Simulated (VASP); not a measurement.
A run of VASP 6.6.1:

The input INCAR:

```
SYSTEM = Se
  PREC = Accurate
  ENCUT = 520
  EDIFF = 1E-7
  ISMEAR = 0
  SIGMA = 0.1
  LREAL = .False.
  LASPH = .True.
  NELM = 60
  ALGO = Normal
  ISIF = 2
  LWAVE = .False.
  LCHARG = .False.
  GGA = PE
  NBANDS = 9
```

The input KPOINTS:

```
Automatic mesh
0
Gamma
  18 18 18
  0 0 0
```

File POSCAR:

```
Se
1.0
   -1.7048624773      1.7048624773      1.7048624773
    1.7048624773     -1.7048624773      1.7048624773
    1.7048624773      1.7048624773     -1.7048624773
Se
1
Direct
    0.0000000000      0.0000000000      0.0000000000
```

Potentials or basis: VASP PAW PBE potentials, release 64 (Se).

Launch:

```bash
$ cat potpaw_PBE.64/Se/POTCAR > POTCAR
$ mpirun -np 1 vasp_std > vasp.out
```

Hardware: 1 thread of Intel Xeon 8259CL, on a shared host.

Q: How long does it take, and how much memory?

A: Wall time 36 s on 1 thread of Intel Xeon 8259CL, on a shared host, peak memory 0.16 GiB. Counts: scf iterations 10, k points 195.
